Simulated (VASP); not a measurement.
Ca: single point with PBE0

The system is Ca.

```xyz
1
Lattice="-2.2400 2.2400 2.2400 2.2400 -2.2400 2.2400 2.2400 2.2400 -2.2400" Properties=species:S:1:pos:R:3 pbc="T T T"
Ca    0.0000    0.0000    0.0000
```

This isn't the form of Ca at room conditions, which is fcc.

```json
{"Program": "VASP 6.6.1", "Task": "single point", "Functional": "PBE0", "Potentials or basis": "VASP PAW PBE potentials, release 64 (Ca_sv)", "Cutoff": "400 eV", "k mesh": "6 × 6 × 6", "Occupations": "fermi-dirac, width 0.1 eV", "Spin": "no spin polarisation"}
```

| Property | Result |
| --- | --- |
| Pressure | -0.2 GPa |
| Band gap on the k mesh | zero (bands 5 and 6 overlap by 1.39 eV) |

Levels at points of the mesh, in eV from the Fermi level:
```tsv
k point	band 2	band 3	band 4	band 5	band 6	band 7	band 8	band 9
(0.00, 0.00, 0.00)	-25.83	-25.83	-25.83	-5.33	3.40	3.40	3.40	4.51
(0.50, 0.00, 0.00)	-25.95	-25.87	-25.83	-1.25	-0.63	2.32	4.35	4.82
(0.50, 0.50, 0.50)	-25.92	-25.92	-25.92	0.76	0.76	4.23	4.23	4.23
```

It took 11 min on 1 thread of Intel(R) Xeon(R) Platinum 8375C CPU @ 2.90GHz (Ice Lake) (shared host), peak memory 0.17 GiB.

Caveat: the PAW data sets were made with another functional, which shifts forces and pressure a little.
